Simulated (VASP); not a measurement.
# MoS2 (P6_3/mmc) in VASP: relaxation of shape and atoms at fixed volume with PBE+D3(BJ)

Aim: the relaxation of shape and atoms at fixed volume of MoS2 with PBE+D3(BJ).

All numbers are computed with VASP 6.6.1; they aren't measurements. Logs are shortened: lines on timing, memory, paths and dates and some standing lists are left out, and cuts for length are marked.

## 1. The cell of the first run

Symmetry: P6_3/mmc, No. 194, hexagonal system. The conventional cell has a = 3.209 Å, b = 3.209 Å, c = 12.808 Å, α = 90.00°, β = 90.00°, γ = 120.00°. Within 3.3 Å of Mo (site symmetry -6m2) lie 6 S at 2.44 Å and 6 Mo at 3.21 Å. Within 3.3 Å of S (site symmetry 3m) lie 3 Mo at 2.44 Å and 7 S at 3.17 to 3.21 Å.

## 2. Relaxation of shape and atoms at fixed volume, PBE+D3(BJ) (19.04 Å³/atom)

INCAR

```
PREC     = Accurate       # precision mode
ENCUT    = 600            # plane-wave cutoff, eV
EDIFF    = 1E-6           # SCF threshold, eV
ISMEAR   = 0              # smearing method
SIGMA    = 0.02           # smearing width, eV
LREAL    = F              # projectors in reciprocal space
LASPH    = T              # aspherical terms in the spheres
NELM     = 100            # most SCF steps
ALGO     = Normal         # electronic algorithm
ISIF     = 4              # what is computed and relaxed
LWAVE    = F              # write WAVECAR
LCHARG   = F              # write CHGCAR
GGA      = PE             # functional
IVDW     = 12             # dispersion correction
IBRION   = 2              # ionic algorithm
NSW      = 50             # ionic steps
EDIFFG   = -0.01          # ionic threshold
```

KPOINTS

```
Automatic mesh
0
Gamma
  12 12 4
```

POSCAR

```
MoS2
1.0
    3.2089942659      0.0000000000      0.0000000000
   -1.6044971330      2.7790705548      0.0000000000
    0.0000000000      0.0000000000     12.8076031094
Mo S
2 4
Direct
    0.3333333333      0.6666666667      0.2500000000
    0.6666666667      0.3333333333      0.7500000000
    0.3333333333      0.6666666667      0.6263936124
    0.6666666667      0.3333333333      0.1263936124
    0.3333333333      0.6666666667      0.8736063876
    0.6666666667      0.3333333333      0.3736063876
```

Potentials or basis: VASP PAW PBE potentials, release 64 (Mo_sv, S).

Launch:

```console
$ cat potpaw_PBE.64/Mo_sv/POTCAR potpaw_PBE.64/S/POTCAR > POTCAR
$ mpirun -np 1 vasp_std > vasp.out
```

OUTCAR:

```text
PREC = Accurate
   ENCUT = 600
   EDIFF = 1E-6
   ISMEAR = 0
   LREAL = F
   LASPH = T
   NELM = 100
   ISIF = 4
   GGA = PE
   IVDW = 12
   IBRION = 2
   NSW = 50
   EDIFFG = -0.01
 IVDW          = 12

 ion  position               nearest neighbor table
   1  0.333  0.667  0.250-   4 2.44   6 2.44   4 2.44   6 2.44   4 2.44   6 2.44
   2  0.667  0.333  0.750-   3 2.44   5 2.44   3 2.44   5 2.44   3 2.44   5 2.44
   3  0.333  0.667  0.626-   2 2.44   2 2.44   2 2.44
   4  0.667  0.333  0.126-   1 2.44   1 2.44   1 2.44
   5  0.333  0.667  0.874-   2 2.44   2 2.44   2 2.44
   6  0.667  0.333  0.374-   1 2.44   1 2.44   1 2.44

  LATTYP: Found a hexagonal cell.
 ALAT       =     3.2089942659
 C/A-ratio  =     3.9911579916

  Lattice vectors:

 A1 = (   3.2089942659,   0.0000000000,   0.0000000000)
 A2 = (  -1.6044971330,   2.7790705548,   0.0000000000)
 A3 = (   0.0000000000,   0.0000000000,  12.8076031094)

Analysis of symmetry for initial positions (statically):
=====================================================================
 Subroutine PRICEL returns:
 Original cell was already a primitive cell.

 Routine SETGRP: Setting up the symmetry group for a
 hexagonal supercell.

 Subroutine GETGRP returns: Found 24 space group operations
 (whereof 12 operations were pure point group operations)
 out of a pool of 24 trial point group operations.

The static configuration has the point symmetry D_3d.
 The point group associated with its full space group is D_6h.

Analysis of symmetry for dynamics (positions and initial velocities):
=====================================================================
 Subroutine PRICEL returns:
 Original cell was already a primitive cell.

 Routine SETGRP: Setting up the symmetry group for a
 hexagonal supercell.

 Subroutine GETGRP returns: Found 24 space group operations
 (whereof 12 operations were pure point group operations)
 out of a pool of 24 trial point group operations.

The dynamic configuration has the point symmetry D_3d.
 The point group associated with its full space group is D_6h.

 Subroutine INISYM returns: Found 24 space group operations
 (whereof 12 operations are pure point group operations),
 and found     1 'primitive' translations

----------------------------------------------------------------------------------------

                                     Primitive cell

  volume of cell :     114.2185

[... 78 lines left out ...]
   k-points           NKPTS =     57   k-points in BZ     NKDIM =     57   number of bands    NBANDS=     31
   number of dos      NEDOS =    301   number of ions     NIONS =      6
   total plane-waves  NPLWV =  84672
   dimension x,y,z NGX =    28 NGY =   28 NGZ =  108
   dimension x,y,z NGXF=    56 NGYF=   56 NGZF=  216
   ions per type =               2   4
   NGX,Y,Z   is equivalent  to a cutoff of  14.51, 14.51, 14.02 a.u.
   NGXF,Y,Z  is equivalent  to a cutoff of  29.01, 29.01, 28.04 a.u.
 SYSTEM =  unknown system
   PREC   = accura    normal or accurate (medium, high low for compatibility)
   ISTART =      0    job   : 0-new  1-cont  2-samecut
   ICHARG =      2    charge: 1-file 2-atom 10-const
   ISPIN  =      1    spin polarized calculation?
   LNONCOLLINEAR =      F non collinear calculations
   LSORBIT =      F    spin-orbit coupling
   LASPH  =      T    aspherical Exc in radial PAW
   ENCUT  =  600.0 eV  44.10 Ry    6.64 a.u.   6.41  6.41 25.58*2*pi/ulx,y,z
   NELM   =    100;   NELMIN=  2; NELMDL= -5     # of ELM steps
   EDIFF  = 0.1E-05   stopping-criterion for ELM
   LREAL  =      F    real-space projection
   EDIFFG = -.1E-01   stopping-criterion for IOM
   NSW    =     50    number of steps for IOM
   IBRION =      2    ionic relax: 0-MD 1-quasi-New 2-CG
   NFREE  =      1    steps in history (QN), initial steepest desc. (CG)
   ISIF   =      4    stress and relaxation
   ISYM   =      2    0-nonsym 1-usesym 2-fastsym
   POTIM  = 0.5000    time-step for ionic-motion
   TEBEG  =    0.0;   TEEND  =   0.0 temperature during run
   PSTRESS=    0.0 pullay stress
   NELECT =      52.0000    total number of electrons
   NUPDOWN=      -1.0000    fix difference up-down
   EMIN   =  10.00;   EMAX   =-10.00  energy-range for DOS
   EFERMI =   0.00;   METHOD = LEGACY
   ISMEAR =     0;   SIGMA  =   0.02  broadening in eV -4-tet -1-fermi 0-gaus
   EFERMI_NEDOS =   21; number of points for ismear=-14 and -15
   IALGO  =     38    algorithm
   IMIX   =      4    mixing-type and parameters
     AMIX     =   0.40;   BMIX     =  1.00
     AMIX_MAG =   1.60;   BMIX_MAG =  1.00
  volume/ion in A,a.u.               =      19.04       128.46
  Fermi-wavevector in a.u.,A,eV,Ry     =   1.259400  2.379922 21.580055  1.586089
  Thomas-Fermi vector in A             =   2.392962
   LORBIT       =      0    0 simple, 1 ext, 2 COOP (PROOUT), +10 PAW based schemes
   GGA     = PE    functional components
   LHFCALC =     F    Hartree Fock is set to
   AEXX    =    0.0000 exact exchange contribution
   IVDW    =    12    specifies the selected vdW correction
   LEPSILON=     F    determine dielectric tensor
   LRPA    =     F    only Hartree local field effects (RPA)
 conjugate gradient relaxation of ions
 non-spin polarized calculation
 Gauss-broadening in eV      SIGMA  =   0.02
  energy-cutoff  :      600.00
  volume of cell :      114.22
 maximum number of plane-waves:      3844
 NGX is ok and might be reduce to    28
   NGX = 13   NGY = 13   NGZ = 51

--------------------------------------- Ionic step        1  -------------------------------------------

 number of electron      52.0000003 magnetization

 Free energy of the ion-electron system (eV)
  ---------------------------------------------------
  ext. energy  EPLUGINS =         0.00000000
  ---------------------------------------------------
  free energy    TOTEN  =       -43.63300053 eV

  energy without entropy =      -43.63300053  energy(sigma->0) =      -43.63300053

------------------------ aborting loop because EDIFF is reached ----------------------------------------

 Edisp (eV)   -2.38128

 E8    (eV) :    -0.9612
[... 299 lines left out ...]
--------------------------------------- Ionic step        8  -------------------------------------------

 number of electron      51.9999997 magnetization

 Free energy of the ion-electron system (eV)
  ---------------------------------------------------
  ext. energy  EPLUGINS =         0.00000000
  ---------------------------------------------------
  free energy    TOTEN  =       -43.68921438 eV

  energy without entropy =      -43.68921438  energy(sigma->0) =      -43.68921438

 E-fermi :   6.7746     XC(G=0): -10.3635

 val. band max:        6.4928882070   @ k =   0.0000   0.0000   0.0000
 cond. band min:       7.6920804740   @ k =   0.1667   0.1667   0.0000
 fundamental gap:      1.1991922670
 Fermi energy:         6.7745535954

 k-point     1 :       0.0000    0.0000    0.0000
  band No.  band energies     occupation
      1     -54.8155      2.00000
      2     -54.8155      2.00000
      3     -28.9624      2.00000
      4     -28.9624      2.00000
      5     -28.7473      2.00000
      6     -28.7473      2.00000
[... 805 lines left out ...]
     30       8.5752      0.00000
     31       9.3370      0.00000

 [... further k-points ...]

------------------------ aborting loop because EDIFF is reached ----------------------------------------

 Edisp (eV)   -2.38497

 E8    (eV) :    -0.9635
[... 29 lines left out ...]
  FREE ENERGIE OF THE ION-ELECTRON SYSTEM (eV)
  ---------------------------------------------------
  free  energy   TOTEN  =       -46.0741877913 eV

  energy  without entropy=      -46.0741877913  energy(sigma->0) =      -46.07418779

 reached required accuracy - stopping structural energy minimisation
```

CONTCAR:

```text
MoS2
   1.00000000000000
     3.1730808631404490    0.0000000000084937   -0.0000000000000000
    -1.5865404316123093    2.7479686356904072    0.0000000000000000
    -0.0000000000000000    0.0000000000000000   13.0991604964924235
  Mo              S
     2     4
Direct
     0.3333333332999970    0.6666666667000030    0.2500000000000000
     0.6666666667000030    0.3333333332999970    0.7500000000000000
     0.3333333332999970    0.6666666667000030    0.6306197773518131
     0.6666666667000030    0.3333333332999970    0.1306197773518131
     0.3333333332999970    0.6666666667000030    0.8693802226481869
     0.6666666667000030    0.3333333332999970    0.3693802226481869

  0.00000000E+00  0.00000000E+00  0.00000000E+00
  0.00000000E+00  0.00000000E+00  0.00000000E+00
  0.00000000E+00  0.00000000E+00  0.00000000E+00
  0.00000000E+00  0.00000000E+00  0.00000000E+00
  0.00000000E+00  0.00000000E+00  0.00000000E+00
  0.00000000E+00  0.00000000E+00  0.00000000E+00
```

It took 32 min on 1 thread of Intel Xeon 8259CL, shared host; peak memory 0.43 GiB.

What came out:

```
Free energy                  : -46.0742 eV
Energy gained by relaxing    : 10.0 meV/atom
Ionic steps                  : 8
Pressure after relaxing      : -2.4 GPa
Largest force after relaxing : 0.003 eV/Å
Band gap on the k mesh       : 1.20 eV (least direct gap 1.68 eV)
Dispersion energy per atom   : -0.397 eV
```

Forces in eV/Å, atoms in the order of the input:
```
Mo   0.000  0.000  0.000
Mo   0.000  0.000  0.000
S    0.000  0.000  0.003
S    0.000  0.000  0.003
S    0.000  0.000 -0.003
S    0.000  0.000 -0.003
```

Step by step:
```tsv
step	energy change (eV)	largest force (eV/Å)	pressure (GPa)	volume (Å³)
1	0.0000	0.5722	-6.79	114.22
2	-0.0334	0.0501	-4.44	114.22
3	-0.0335	0.0291	-4.36	114.22
4	-0.0520	0.0116	-3.44	114.22
5	-0.0598	0.0084	-2.43	114.22
6	-0.0599	0.0112	-2.30	114.22
7	-0.0599	0.0121	-2.28	114.22
8	-0.0599	0.0032	-2.36	114.22
```

Final structure:
```
Mo S
1.0
     3.17308    0.00000    0.00000
    -1.58654    2.74797    0.00000
     0.00000    0.00000   13.09916
Mo S
2 4
Direct
  0.33333 0.66667 0.25000
  0.66667 0.33333 0.75000
  0.33333 0.66667 0.63062
  0.66667 0.33333 0.13062
  0.33333 0.66667 0.86938
  0.66667 0.33333 0.36938
```

Levels at points of the mesh, in eV from the valence-band top:
| k point | band 23 | band 24 | band 25 | band 26 | band 27 | band 28 | band 29 | band 30 |
| --- | --- | --- | --- | --- | --- | --- | --- | --- |
| (0.00, 0.00, 0.00) | -1.93 | -1.43 | -0.85 | 0.00 | 2.32 | 2.32 | 2.33 | 2.33 |
| (0.50, 0.00, 0.00) | -1.46 | -1.37 | -1.13 | -1.08 | 1.82 | 1.84 | 2.25 | 2.42 |
| (0.00, 0.00, 0.50) | -1.94 | -1.94 | -0.26 | -0.26 | 2.33 | 2.33 | 2.33 | 2.33 |
| (0.50, 0.00, 0.50) | -1.41 | -1.41 | -1.10 | -1.10 | 1.83 | 1.83 | 2.34 | 2.34 |

A k mesh can miss the band edges.
